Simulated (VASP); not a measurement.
Here is a VASP 6.6.1 calculation.

The input INCAR:

```
  ALGO = Normal
  EDIFF = 1E-6
  ENCUT = 520
  ISIF = 2
  ISMEAR = -1
  LASPH = T
  LCHARG = F
  LREAL = F
  LWAVE = F
  NBANDS = 16
  NELM = 100
  PREC = Accurate
  SIGMA = 0.15
```

KPOINTS

```
k-points
0
Gamma
  16 16 16
```

POSCAR

```
GaSb
1.0
    0.0000000000      3.0251632947      3.0251632947
    3.0251632947      0.0000000000      3.0251632947
    3.0251632947      3.0251632947      0.0000000000
Ga Sb
1 1
Direct
    0.0000000000      0.0000000000      0.0000000000
    0.2500000000      0.2500000000      0.2500000000
```

Potentials or basis: VASP PAW LDA potentials, release 64 (Ga_d, Sb).

The run is started by

```sh
$ cat potpaw_LDA.64/Ga_d/POTCAR potpaw_LDA.64/Sb/POTCAR > POTCAR
$ mpirun -np 1 vasp_std > vasp.out
```

Q: Predict the band gap on the k mesh.

A: 0.12 eV.

Q: What does it give for the pressure?

A: 0.2 GPa.

Caveat: the smearing spreads over this small gap; semilocal functionals underestimate gaps, and a narrow one can read as zero; spin-orbit coupling is left out, which moves the levels of the heavy elements. A k mesh can miss the band edges.
